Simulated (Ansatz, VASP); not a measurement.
Two plane-wave programs on La

```
La
1.0
     0.00000    2.63981    2.63981
     2.63981    0.00000    2.63981
     2.63981    2.63981    0.00000
La
1
Cartesian
  0.0000 0.0000 0.0000
```

Alike in both runs: task single point; functional r2SCAN; k mesh 18 × 18 × 18; occupations gaussian, width 0.1 eV; no spin polarisation.

```csv
,VASP,Ansatz
version,VASP 6.6.1,Ansatz 0.2.0
potentials or method,"VASP PAW PBE potentials, release 64 (La), cutoff 520 eV","scalar-relativistic, plane waves, PAW"
valence electrons in the cell,11,11
```

|  | VASP | Ansatz | Ansatz less VASP |
| --- | --- | --- | --- |
| gap on the k mesh at the Fermi level (eV) | none | none | - |
| pressure (GPa) | 0.2 | 0.1 | -0.08 |

VASP's potentials were made for PBE, not for r2SCAN. A gap of «none» marks a metal or a gap that the smearing closes.

Neither program's run includes spin-orbit coupling.
